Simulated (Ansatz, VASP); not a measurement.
Zr3Ti in VASP and in Ansatz

File INCAR:

```
PREC = Accurate
ENCUT = 600
EDIFF = 1E-6
ISMEAR = 0
SIGMA = 0.1
LREAL = False
LASPH = True
NELM = 100
ALGO = Fast
ISIF = 3
LWAVE = False
LCHARG = False
GGA = PE
IBRION = 2
NSW = 90
EDIFFG = -0.04
```

File KPOINTS:

```
Automatic mesh
0
Gamma
  4 4 4
```

File POSCAR:

```
Zr3Ti
1.0
    3.9543180792      0.0000000000      0.0000000000
    0.0000000000      3.9543180792      0.0000000000
    0.0000000000      0.0000000000      3.9543180792
Zr Ti
3 1
Direct
    0.0000000000      0.5000000000      0.5000000000
    0.5000000000      0.0000000000      0.5000000000
    0.5000000000      0.5000000000      0.0000000000
    0.0000000000      0.0000000000      0.0000000000
```

Input for Ansatz:

```yaml
crystal:
  lattice:
    - [3.9543180792, 0.0, 0.0]
    - [0.0, 3.9543180792, 0.0]
    - [0.0, 0.0, 3.9543180792]
  atoms:
    - { symbol: Zr, position: [0.0, 0.5, 0.5] }
    - { symbol: Zr, position: [0.5, 0.0, 0.5] }
    - { symbol: Zr, position: [0.5, 0.5, 0.0] }
    - { symbol: Ti, position: [0.0, 0.0, 0.0] }
basis:
  ecutwfc: 420
kpoints:
  mp_grid: { grid: [4, 4, 4] }
hamiltonian:
  xc: pbe
scf:
  occupations: { method: gaussian, width: 0.1 }
  lower_state_search: "off"
output:
  forces: true
  stress: true
  eigenvalues: true
relax:
  adjacent_minimum: "off"
  f_tol: 0.04
  max_steps: 70
  cell: { stress_tol: 0.4 }
```

Alike in both runs: task relaxation of cell and atoms; functional PBE; k mesh 4 × 4 × 4; occupations gaussian, width 0.1 eV; no spin polarisation.

|  | VASP | Ansatz |
| --- | --- | --- |
| version | VASP 6.6.1 | Ansatz 0.2.0 |
| potentials or method | VASP PAW PBE potentials, release 64 (Zr_sv, Ti_sv), cutoff 600 eV | scalar-relativistic, plane waves, PAW |
| valence electrons in the cell | 48 | 48 |

```tsv
	VASP	Ansatz	Ansatz less VASP
gap on the k mesh at the Fermi level, each at its own relaxed structure (eV)	none	none	-
relaxed volume (Å³/atom)	21.77	21.78	+0.010
relaxed length of the cell vector where the two differ most in proportion (Å)	4.432	4.433	+0.0007
```

A gap of «none» marks a metal or a gap that the smearing closes.

The k mesh is coarse, so the values compare programs but aren't converged. Noted on VASP's run: the volume moved by over 15 % at a fixed basis, so the end points are rough; too few bands were computed for a metal, which touches its energy and stress.
